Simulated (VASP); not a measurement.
Input of a VASP 6.6.1 run:

Contents of INCAR:

```
PREC = Accurate
ENCUT = 600
EDIFF = 1E-6
ISMEAR = -1
SIGMA = 0.15
LREAL = False
LASPH = True
NELM = 100
ALGO = Normal
ISIF = 3
LWAVE = False
LCHARG = False
GGA = PE
IVDW = 12
IBRION = 2
NSW = 80
EDIFFG = -0.001
```

Contents of KPOINTS:

```
regular mesh
0
Gamma
  18 18 10
```

Contents of POSCAR:

```
TiTe2
1.0
    3.6972547176      0.0000000000      0.0000000000
   -1.8486273588      3.2019165097      0.0000000000
    0.0000000000      0.0000000000      6.3840086641
Ti Te
1 2
Direct
    0.0000000000      0.0000000000      0.0000000000
    0.6666666667      0.3333333333      0.2710791523
    0.3333333333      0.6666666667      0.7289208477
```

Potentials or basis: VASP PAW PBE potentials, release 64 (Ti_sv, Te).

The run is started by

```sh
$ cat potpaw_PBE.64/Ti_sv/POTCAR potpaw_PBE.64/Te/POTCAR > POTCAR
$ mpirun -np 1 vasp_std > vasp.out
```

Question: Estimate the space group after relaxing (to 0.05 Å).

Answer: P-3m1 (No. 164).

Question: What does it give for the relaxed cell?

Answer: a = 3.697 Å, b = 3.697 Å, c = 6.381 Å, α = 90.00°, β = 90.00°, γ = 120.00°.

Question: Estimate the relaxed volume.

Answer: 25.18 Å³/atom.

Question: Estimate the dispersion energy per atom.

Answer: -0.523 eV.

Final structure:
```
Ti Te
1.0
     3.69691    0.00000    0.00000
    -1.84845    3.20162    0.00000
     0.00000    0.00000    6.38138
Ti Te
1 2
Direct
  0.00000 0.00000 0.00000
  0.66667 0.33333 0.27154
  0.33333 0.66667 0.72845
```
